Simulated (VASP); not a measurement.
Set up this calculation in VASP 6.6.1, as the native input.

```
Task                   : single point
Functional             : PBE
Potentials or basis    : VASP PAW PBE potentials, release 64 (Ge_d, Mo_sv, W_sv)
Cutoff                 : 520 eV
k mesh                 : 12 × 12 × 6
Occupations            : gaussian, width 0.1 eV
Spin                   : no spin polarisation
Dipole correction      : no
Further INCAR settings : ALGO = Normal; EDIFF = 1e-07; NBANDS = 51
```

The structure of Ge4MoW lies in POSCAR:

```
Ge4MoW
1.0
    3.1982843321      0.0000000000      0.0000000000
    0.0000000000      3.1982843321      0.0000000000
    0.0000000000      0.0000000000      7.9530993352
Ge Mo W
4 1 1
Direct
    0.0000000000      0.0000000000      0.6652535745
    0.5000000000      0.5000000000      0.1633267437
    0.0000000000      0.0000000000      0.3347464255
    0.5000000000      0.5000000000      0.8366732563
    0.0000000000      0.0000000000      0.0000000000
    0.5000000000      0.5000000000      0.5000000000
```

These files were run (other wordings do the same):

INCAR

```
SYSTEM = Ge4MoW
PREC = Accurate ; ENCUT = 520
EDIFF = 1E-7 ; ISMEAR = 0
SIGMA = 0.1 ; LREAL = .False.
LASPH = .True. ; NELM = 100
ALGO = Normal ; ISIF = 2
LWAVE = .False. ; LCHARG = .False.
GGA = PE ; NBANDS = 51
```

KPOINTS

```
Automatic mesh
0
Gamma
  12 12 6
  0 0 0
```

Potentials or basis: VASP PAW PBE potentials, release 64 (Ge_d, Mo_sv, W_sv).

Command:

```sh
$ cat potpaw_PBE.64/Ge_d/POTCAR potpaw_PBE.64/Mo_sv/POTCAR potpaw_PBE.64/W_sv/POTCAR > POTCAR
$ mpirun -np 1 vasp_std > vasp.out
```

Results of the run:

- Pressure: 29.4 GPa
- Largest force: 0.005 eV/Å
- Band gap on the k mesh: zero (bands 42 and 43 overlap by 1.17 eV)

Caveat: the cell stands under pressure; spin-orbit coupling is left out, which moves the levels of the heavy elements.

Run time: 13 min on 1 thread of Intel Xeon 8259CL, on a shared host, peak memory 0.48 GiB.
